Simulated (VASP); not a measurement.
# Cd (P6_3/mmc) in VASP: further runs

The runs below take Cd through relaxation of cell and atoms, with LDA.

All numbers are computed with VASP 6.6.1; they aren't measurements. Logs are shortened: lines on timing, memory, paths and dates and some standing lists are left out, and cuts for length are marked.

### Step 1. The cell of the first run

It takes space group P6_3/mmc (No. 194, hexagonal). The conventional cell has a = 2.800 Å, b = 2.800 Å, c = 4.549 Å, α = 90.00°, β = 90.00°, γ = 120.00°. Cd (site symmetry -6m2) has 12 Cd at 2.79 to 2.80 Å within 3.7 Å.

### Step 2. Relaxation of cell and atoms, LDA, target pressure 35 GPa, at which the enthalpy is minimised

Contents of INCAR:

```
SYSTEM = Cd
ALGO = Normal ; EDIFF = 1E-7
EDIFFG = -0.005 ; ENCUT = 600
GGA = CA ; IBRION = 2
ISIF = 3 ; ISMEAR = -1
LASPH = .True. ; LCHARG = .False.
LREAL = .False. ; LWAVE = .False.
NELM = 80 ; NSW = 32
PREC = Accurate ; PSTRESS = 350.0
SIGMA = 0.08
```

Contents of KPOINTS:

```
k-points
0
Gamma
  16 16 9
  0 0 0
```

Contents of POSCAR:

```
Cd
1.0
    2.7996585924      0.0000000000      0.0000000000
   -1.3998292962      2.4245754629      0.0000000000
    0.0000000000      0.0000000000      4.5493380154
Cd
2
Direct
    0.3333333333      0.6666666667      0.2500000000
    0.6666666667      0.3333333333      0.7500000000
```

Potentials or basis: VASP PAW LDA potentials, release 64 (Cd).

Started as:

```console
cat potpaw_LDA.64/Cd/POTCAR > POTCAR
mpirun -np 1 vasp_std > vasp.out
```

OUTCAR:

```text
SYSTEM = Cd
   EDIFF = 1E-7
   EDIFFG = -0.005
   ENCUT = 600
   GGA = CA
   IBRION = 2
   ISIF = 3
   ISMEAR = -1
   LASPH = .True.
   LREAL = .False.
   NELM = 80
   NSW = 32
   PREC = Accurate
   PSTRESS = 350.0

 ion  position               nearest neighbor table
   1  0.333  0.667  0.250-   2 2.79   2 2.79   2 2.79   2 2.79   2 2.79   2 2.79
   2  0.667  0.333  0.750-   1 2.79   1 2.79   1 2.79   1 2.79   1 2.79   1 2.79

  LATTYP: Found a hexagonal cell.
 ALAT       =     2.7996585924
 C/A-ratio  =     1.6249617106

  Lattice vectors:

 A1 = (   2.7996585924,   0.0000000000,   0.0000000000)
 A2 = (  -1.3998292962,   2.4245754629,   0.0000000000)
 A3 = (   0.0000000000,   0.0000000000,   4.5493380154)

Analysis of symmetry for initial positions (statically):
=====================================================================
 Subroutine PRICEL returns:
 Original cell was already a primitive cell.

 Routine SETGRP: Setting up the symmetry group for a
 hexagonal supercell.

 Subroutine GETGRP returns: Found 24 space group operations
 (whereof 12 operations were pure point group operations)
 out of a pool of 24 trial point group operations.

The static configuration has the point symmetry D_3d.
 The point group associated with its full space group is D_6h.

Analysis of symmetry for dynamics (positions and initial velocities):
=====================================================================
 Subroutine PRICEL returns:
 Original cell was already a primitive cell.

 Routine SETGRP: Setting up the symmetry group for a
 hexagonal supercell.

 Subroutine GETGRP returns: Found 24 space group operations
 (whereof 12 operations were pure point group operations)
 out of a pool of 24 trial point group operations.

The dynamic configuration has the point symmetry D_3d.
 The point group associated with its full space group is D_6h.

 Subroutine INISYM returns: Found 24 space group operations
 (whereof 12 operations are pure point group operations),
 and found     1 'primitive' translations

----------------------------------------------------------------------------------------

                                     Primitive cell

  volume of cell :      30.8808

  direct lattice vectors                    reciprocal lattice vectors
     2.799658592  0.000000000  0.000000000     0.357186409  0.206221670  0.000000000
    -1.399829296  2.424575463  0.000000000     0.000000000  0.412443339  0.000000000
     0.000000000  0.000000000  4.549338015     0.000000000  0.000000000  0.219812201

  length of vectors
     2.799658592  2.799658592  4.549338015     0.412443339  0.412443339  0.219812201

[... 87 lines left out ...]
   ISYM   =      2    0-nonsym 1-usesym 2-fastsym
   POTIM  = 0.5000    time-step for ionic-motion
   TEBEG  =    0.0;   TEEND  =   0.0 temperature during run
   PSTRESS=  350.0 pullay stress
   NELECT =      24.0000    total number of electrons
   NUPDOWN=      -1.0000    fix difference up-down
   EMIN   =  10.00;   EMAX   =-10.00  energy-range for DOS
   EFERMI =   0.00;   METHOD = LEGACY
   ISMEAR =    -1;   SIGMA  =   0.08  broadening in eV -4-tet -1-fermi 0-gaus
   EFERMI_NEDOS =   21; number of points for ismear=-14 and -15
   IALGO  =     38    algorithm
   IMIX   =      4    mixing-type and parameters
     AMIX     =   0.40;   BMIX     =  1.00
     AMIX_MAG =   1.60;   BMIX_MAG =  1.00
  volume/ion in A,a.u.               =      15.44       104.20
  Fermi-wavevector in a.u.,A,eV,Ry     =   1.505159  2.844337 30.824030  2.265502
  Thomas-Fermi vector in A             =   2.616044
   LORBIT       =      0    0 simple, 1 ext, 2 COOP (PROOUT), +10 PAW based schemes
   GGA     = CA    functional components
   LHFCALC =     F    Hartree Fock is set to
   AEXX    =    0.0000 exact exchange contribution
   IVDW    =     0    specifies the selected vdW correction
   LEPSILON=     F    determine dielectric tensor
   LRPA    =     F    only Hartree local field effects (RPA)
 conjugate gradient relaxation of ions
 non-spin polarized calculation
  energy-cutoff  :      600.00
  volume of cell :       30.88
 maximum number of plane-waves:      1056
 NGX is ok and might be reduce to    24
   NGX = 11   NGY = 11   NGZ = 19

--------------------------------------- Ionic step        1  -------------------------------------------

 number of electron      24.0000006 magnetization

 Free energy of the ion-electron system (eV)
  ---------------------------------------------------
  ext. energy  EPLUGINS =         0.00000000
  ---------------------------------------------------
  free energy    TOTEN  =        -2.22674185 eV

  energy without entropy =       -2.21981141  energy(sigma->0) =       -2.22327663

------------------------ aborting loop because EDIFF is reached ----------------------------------------

  FORCE on cell =-STRESS in cart. coord.  units (eV):
  Direction    XX          YY          ZZ          XY          YZ          ZX
  --------------------------------------------------------------------------------------
  -------------------------------------------------------------------------------------
  Total        7.1612064      7.1612064      7.1346288      0.0000000      0.0000000      0.0000000
  in kB      371.5418939    371.5418939    370.1629783      0.0000000      0.0000000      0.0000000
  external PRESSURE =      21.0822554 kB  Pullay stress =     350.0000000 kB
[... 63 lines left out ...]
--------------------------------------- Ionic step        3  -------------------------------------------

 number of electron      24.0000001 magnetization

 Free energy of the ion-electron system (eV)
  ---------------------------------------------------
  ext. energy  EPLUGINS =         0.00000000
  ---------------------------------------------------
  free energy    TOTEN  =        -2.28641224 eV

  energy without entropy =       -2.27917789  energy(sigma->0) =       -2.28279506

 E-fermi :   6.1291     XC(G=0): -13.2279

 val. band max:        6.1060875653   @ k =   0.0000   0.0000   0.1111
 cond. band min:       6.1337623884   @ k =   0.1875   0.1250   0.0000
 fundamental gap:      0.0276748231
 Fermi energy:         6.1290867335

 k-point     1 :       0.0000    0.0000    0.0000
  band No.  band energies     occupation
      1      -6.1428      2.00000
      2      -5.9612      2.00000
      3      -4.7471      2.00000
      4      -4.6648      2.00000
      5      -4.6648      2.00000
      6      -4.4573      2.00000
[... 433 lines left out ...]
      3      -5.2642      2.00000
      4      -4.7871      2.00000
      5      -4.4361      2.00000
      6      -4.2752      2.00000
[... 8 lines left out ...]
     15      10.1130      0.00000
     16      16.3411      0.00000

 [... further k-points ...]
[... 5 lines left out ...]
  --------------------------------------------------------------------------------------
  -------------------------------------------------------------------------------------
  Total        6.7973746      6.7973746      6.7975013      0.0000000     -0.0000000     -0.0000000
  in kB      349.6612748    349.6612747    349.6677922      0.0000000     -0.0000000     -0.0000000
  external PRESSURE =      -0.3365528 kB  Pullay stress =     350.0000000 kB
[... 21 lines left out ...]
  energy  without entropy=       -2.2791778880  energy(sigma->0) =       -2.28279506

  enthalpy is  TOTEN    =         4.5175471004 eV   P V=        6.8039593408

 reached required accuracy - stopping structural energy minimisation
```

OSZICAR:

```text
N       E                     dE             d eps       ncg     rms          rms(c)
DAV:   1     0.193923580188E+03    0.19392E+03   -0.15291E+04  4800   0.181E+03
[... 24 lines left out ...]
DAV:   2    -0.229614561453E+01    0.11843E+00   -0.30000E-01  4848   0.894E+00    0.828E-01
DAV:   3    -0.228797504872E+01    0.81706E-02   -0.16676E-02  5976   0.178E+00    0.617E-01
DAV:   4    -0.228642212547E+01    0.15529E-02   -0.19050E-03  5296   0.398E-01    0.813E-02
DAV:   5    -0.228640805826E+01    0.14067E-04   -0.62973E-05  5376   0.108E-01    0.320E-02
DAV:   6    -0.228641242677E+01   -0.43685E-05   -0.29654E-06  5648   0.140E-02    0.633E-03
DAV:   7    -0.228641224235E+01    0.18442E-06   -0.24094E-07  4576   0.593E-03    0.132E-03
DAV:   8    -0.228641224043E+01    0.19199E-08   -0.25180E-09  2736   0.454E-04
   3 F= 0.45175471E+01 E0= 0.45211643E+01  d E =-.171277E-02
```

CONTCAR:

```text
Cd
   1.00000000000000
     2.8078277204227096    0.0000000000000000    0.0000000000000000
    -1.4039138602113548    2.4316501352901061   -0.0000000000000000
     0.0000000000000000    0.0000000000000000    4.5617628219134900
  Cd
     2
Direct
     0.3333333332999970    0.6666666667000030    0.2500000000000000
     0.6666666667000030    0.3333333332999970    0.7500000000000000

  0.00000000E+00  0.00000000E+00  0.00000000E+00
  0.00000000E+00  0.00000000E+00  0.00000000E+00
```

It took 2.5 min on 1 thread of Intel Xeon 8259CL, shared host; peak memory 0.2 GiB.

Results:

```
Free energy                                                : -2.2864 eV
Relaxed volume                                             : 15.57 Å³/atom
Relaxed cell                                               : a = 2.808 Å, b = 2.808 Å, c = 4.562 Å, α = 90.00°, β = 90.00°, γ = 120.00°
Space group after relaxing (to 0.1 Å)                      : P6_3/mmc (No. 194)
Energy change on relaxing (the run minimises the enthalpy) : -29.8 meV/atom
Ionic steps                                                : 3
Pressure after relaxing                                    : 35.0 GPa
Band gap on the k mesh                                     : zero (bands 12 and 13 overlap by 2.34 eV)
```

Step by step:
```
step  energy change (eV)  largest force (eV/Å)  pressure (GPa)  volume (Å³)
   1              0.0000                0.0000           37.11        30.88
   2             -0.1919                0.0000           30.13        31.80
   3             -0.0597                0.0000           34.97        31.15
```

Final structure:
```xyz
2
Lattice="2.8078 0.0000 0.0000 -1.4039 2.4317 0.0000 0.0000 0.0000 4.5618" Properties=species:S:1:pos:R:3 pbc="T T T"
Cd    0.0000    1.6211    1.1404
Cd    1.4039    0.8105    3.4213
```

Caveat: the cell is relaxed towards a set pressure, so the run minimises the enthalpy, not the energy.

### Step 3. Relaxation of cell and atoms, LDA, target pressure 35 GPa, at which the enthalpy is minimised

This run uses another cell than the first one, of 15.51 Å³/atom.

Contents of INCAR:

```
SYSTEM = Cd
ALGO = Normal ; EDIFF = 1E-6
EDIFFG = -0.005 ; ENCUT = 600
GGA = CA ; IBRION = 2
ISIF = 3 ; ISMEAR = -1
LASPH = .True. ; LCHARG = .False.
LREAL = .False. ; LWAVE = .False.
NELM = 80 ; NSW = 60
PREC = Accurate ; PSTRESS = 350.0
SIGMA = 0.08
```

KPOINTS is that of step 2.

Contents of POSCAR:

```
Cd
1.0
    2.8069157387      0.0000000000      0.0000000000
   -1.4034578694      2.4308603360      0.0000000000
    0.0000000000      0.0000000000      4.5472034967
Cd
2
Direct
    0.3333333333      0.6666666667      0.2500000000
    0.6666666667      0.3333333333      0.7500000000
```

Potentials or basis: VASP PAW LDA potentials, release 64 (Cd).

Started as:

```console
cat potpaw_LDA.64/Cd/POTCAR > POTCAR
mpirun -np 1 vasp_std > vasp.out
```

OUTCAR:

```text
SYSTEM = Cd
   EDIFF = 1E-6
   EDIFFG = -0.005
   ENCUT = 600
   GGA = CA
   IBRION = 2
   ISIF = 3
   ISMEAR = -1
   LASPH = .True.
   LREAL = .False.
   NELM = 80
   NSW = 60
   PREC = Accurate
   PSTRESS = 350.0

 ion  position               nearest neighbor table
   1  0.333  0.667  0.250-   2 2.79   2 2.79   2 2.79   2 2.79   2 2.79   2 2.79
   2  0.667  0.333  0.750-   1 2.79   1 2.79   1 2.79   1 2.79   1 2.79   1 2.79

  LATTYP: Found a hexagonal cell.
 ALAT       =     2.8069157387
 C/A-ratio  =     1.6200000000

  Lattice vectors:

 A1 = (   2.8069157387,   0.0000000000,   0.0000000000)
 A2 = (  -1.4034578694,   2.4308603360,   0.0000000000)
 A3 = (   0.0000000000,   0.0000000000,   4.5472034967)

Analysis of symmetry for initial positions (statically):
=====================================================================
 Subroutine PRICEL returns:
 Original cell was already a primitive cell.

 Routine SETGRP: Setting up the symmetry group for a
 hexagonal supercell.

 Subroutine GETGRP returns: Found 24 space group operations
 (whereof 12 operations were pure point group operations)
 out of a pool of 24 trial point group operations.

[... 168 lines left out ...]

  FORCE on cell =-STRESS in cart. coord.  units (eV):
  Direction    XX          YY          ZZ          XY          YZ          ZX
  --------------------------------------------------------------------------------------
  -------------------------------------------------------------------------------------
  Total        6.9454627      6.9454627      6.9614949     -0.0000000     -0.0000000      0.0000000
  in kB      358.6559117    358.6559117    359.4837980     -0.0000000     -0.0000000      0.0000000
  external PRESSURE =       8.9318738 kB  Pullay stress =     350.0000000 kB
[... 253 lines left out ...]
--------------------------------------- Ionic step        8  -------------------------------------------

 number of electron      24.0000002 magnetization

 Free energy of the ion-electron system (eV)
  ---------------------------------------------------
  ext. energy  EPLUGINS =         0.00000000
  ---------------------------------------------------
  free energy    TOTEN  =        -2.28520612 eV

  energy without entropy =       -2.27803079  energy(sigma->0) =       -2.28161845

 E-fermi :   6.1339     XC(G=0): -13.2291

 val. band max:        6.1224998258   @ k =   0.0000   0.0000   0.1111
 cond. band min:       6.1486049076   @ k =   0.1875   0.1250   0.0000
 fundamental gap:      0.0261050818
 Fermi energy:         6.1338769991

 k-point     1 :       0.0000    0.0000    0.0000
  band No.  band energies     occupation
      1      -6.1427      2.00000
      2      -5.9603      2.00000
      3      -4.7427      2.00000
      4      -4.6635      2.00000
      5      -4.6635      2.00000
      6      -4.4552      2.00000
[... 433 lines left out ...]
      3      -5.2642      2.00000
      4      -4.7871      2.00000
      5      -4.4352      2.00000
      6      -4.2730      2.00000
[... 8 lines left out ...]
     15      10.1069      0.00000
     16      16.3444      0.00000

 [... further k-points ...]
[... 5 lines left out ...]
  --------------------------------------------------------------------------------------
  -------------------------------------------------------------------------------------
  Total        6.8006039      6.8006039      6.8060450     -0.0000000      0.0000000      0.0000000
  in kB      349.8966845    349.8966845    350.1766309     -0.0000000      0.0000000      0.0000000
  external PRESSURE =      -0.0100001 kB  Pullay stress =     350.0000000 kB
[... 21 lines left out ...]
  energy  without entropy=       -2.2780307887  energy(sigma->0) =       -2.28161845

  enthalpy is  TOTEN    =         4.5174058279 eV   P V=        6.8026119489

 reached required accuracy - stopping structural energy minimisation
```

CONTCAR:

```text
Cd
   1.00000000000000
     2.8084584306874647   -0.0000000000383187    0.0000000000000000
    -1.4042292154269449    2.4321963464750818    0.0000000000000000
    -0.0000000000000000   -0.0000000000000000    4.5588111710371813
  Cd
     2
Direct
     0.3333333332999970    0.6666666667000030    0.2500000000000000
     0.6666666667000030    0.3333333332999970    0.7500000000000000

  0.00000000E+00  0.00000000E+00  0.00000000E+00
  0.00000000E+00  0.00000000E+00  0.00000000E+00
```

Wall time 4.2 min (1 thread of Intel Xeon 8259CL, shared host); peak memory 0.2 GiB.

What came out:

```yaml
Free_energy: -2.2852 eV
Relaxed_volume: 15.57 Å³/atom
Relaxed_cell: a = 2.808 Å, b = 2.808 Å, c = 4.559 Å, α = 90.00°, β = 90.00°, γ = 120.00°
Space_group_after_relaxing_to_0.1_Å: P6_3/mmc (No. 194)
Energy_change_on_relaxing_the_run_minimises_the_enthalpy: -12.6 meV/atom
Ionic_steps: 8
Pressure_after_relaxing: 35.0 GPa
Band_gap_on_the_k_mesh: zero (bands 12 and 13 overlap by 2.32 eV)
```

Step by step:
| step | energy change (eV) | largest force (eV/Å) | pressure (GPa) | volume (Å³) |
| --- | --- | --- | --- | --- |
| 1 | 0.0000 | 0.0000 | 35.89 | 31.03 |
| 2 | -0.0837 | 0.0000 | 32.87 | 31.42 |
| 3 | -0.0254 | 0.0000 | 34.93 | 31.14 |
| 4 | -0.0235 | 0.0000 | 35.03 | 31.13 |
| 5 | -0.0241 | 0.0000 | 35.03 | 31.14 |
| 6 | -0.0248 | 0.0000 | 35.00 | 31.14 |
| 7 | -0.0248 | 0.0000 | 35.01 | 31.14 |
| 8 | -0.0251 | 0.0000 | 35.00 | 31.14 |

Final structure:
```cif
data_structure
_symmetry_space_group_name_H-M 'P 1'
_symmetry_Int_Tables_number 1
_cell_length_a 2.8085
_cell_length_b 2.8085
_cell_length_c 4.5588
_cell_angle_alpha 90.000
_cell_angle_beta 90.000
_cell_angle_gamma 120.000
_cell_volume 31.14
loop_
_atom_site_label
_atom_site_type_symbol
_atom_site_fract_x
_atom_site_fract_y
_atom_site_fract_z
_atom_site_occupancy
Cd1 Cd 0.33333 0.66667 0.25000 1
Cd2 Cd 0.66667 0.33333 0.75000 1
```

Caveat: the cell is relaxed towards a set pressure, so the run minimises the enthalpy, not the energy.
